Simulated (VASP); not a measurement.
Here is a VASP 6.6.1 calculation.

The input INCAR:

```
PREC     = Accurate       # precision mode
ENCUT    = 520            # plane-wave cutoff, eV
EDIFF    = 1E-6           # SCF threshold, eV
ISMEAR   = -1             # smearing method
SIGMA    = 0.1551         # smearing width, eV
LREAL    = Auto         
LASPH    = T              # aspherical terms in the spheres
NELM     = 100            # most SCF steps
ALGO     = Normal         # electronic algorithm
ISIF     = 2              # what is computed and relaxed
LWAVE    = F              # write WAVECAR
LCHARG   = F              # write CHGCAR
GGA      = PS             # functional
NBANDS   = 70             # bands
ISYM     = 0
```

Contents of KPOINTS:

```
Automatic mesh
0
Gamma
  2 2 2
  0.5 0.5 0.5
```

POSCAR

```
HfC
1.0
   -4.6500000000      4.6500000000      0.0000000000
   -4.6500000000      0.0000000000      4.6500000000
    0.0000000000      4.6500000000      4.6500000000
Hf C
8 8
Direct
    0.7500000000      0.7500000000      0.7500000000
    0.2500000000      0.7500000000      0.7500000000
    0.7500000000      0.2500000000      0.7500000000
    0.7500000000      0.7500000000      0.2500000000
    0.2500000000      0.2500000000      0.7500000000
    0.2500000000      0.7500000000      0.2500000000
    0.7500000000      0.2500000000      0.2500000000
    0.2500000000      0.2500000000      0.2500000000
    0.0000000000      0.0000000000      0.0000000000
    0.5000000000      0.0000000000      0.0000000000
    0.0000000000      0.5000000000      0.0000000000
    0.0000000000      0.0000000000      0.5000000000
    0.5000000000      0.5000000000      0.0000000000
    0.5000000000      0.0000000000      0.5000000000
    0.0000000000      0.5000000000      0.5000000000
    0.5000000000      0.5000000000      0.5000000000
```

Potentials or basis: VASP PAW PBE potentials, release 64 (Hf_pv, C).

Run with:

```console
$ cat potpaw_PBE.64/Hf_pv/POTCAR potpaw_PBE.64/C/POTCAR > POTCAR
$ mpirun -np 1 vasp_std > vasp.out
```

Q: Predict the pressure.

A: -6.6 GPa.

Q: Estimate the band gap on the k mesh.

A: 0.63 eV.

Caveat: the k points lie up to 0.59 Å⁻¹ apart; the PAW data sets were made with another functional, which shifts forces and pressure a little; spin-orbit coupling is left out, which moves the levels of the heavy elements. A k mesh can miss the band edges.
